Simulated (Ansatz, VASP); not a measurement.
# TaF3: VASP beside Ansatz

```
Ta F
1.0
     4.16461    0.00000    0.00000
     0.00000    4.16461    0.00000
     0.00000    0.00000    4.16461
Ta F
1 3
Direct
  0.50000 0.50000 0.50000
  0.00000 0.50000 0.50000
  0.50000 0.00000 0.50000
  0.50000 0.50000 0.00000
```

Alike in both runs: functional PBE; k mesh 12 × 12 × 12; occupations gaussian, width 0.1 eV; collinear spin.

Ansatz relaxed the structure, and its values are those at the end. VASP's run is a single point on that final structure, the one shown.

|  | VASP | Ansatz |
| --- | --- | --- |
| version | VASP 6.6.1 | Ansatz 0.2.0 |
| potentials or method | VASP PAW PBE potentials, release 64 (Ta_pv, F), cutoff 520 eV | scalar-relativistic, plane waves, PAW |
| valence electrons in the cell | 32 | 34 |

VASP gave:

| Property | Result |
| --- | --- |
| gap on the k mesh at the Fermi level (eV) | none |
| pressure (GPa) | 0.0 |
| net moment per atom (μB) | 0.50 |
| size of the moment on the site where the two differ most (μB) | 1.54 |

**Question.** Estimate Ansatz's values.

**Answer.** gap on the k mesh at the Fermi level (eV): none; pressure (GPa): 0.0; net moment per atom (μB): 0.50; size of the moment on the site where the two differ most (μB): 0.89.

Site moments also hang on the region over which each program counts them. A gap of «none» marks a metal or a gap that the smearing closes. VASP's potentials hold 32 valence electrons a cell and Ansatz's 34, so a difference there can come from the potentials and not from the codes. Ansatz's warnings: xc potential rough in thin density.

Neither program's run includes spin-orbit coupling.
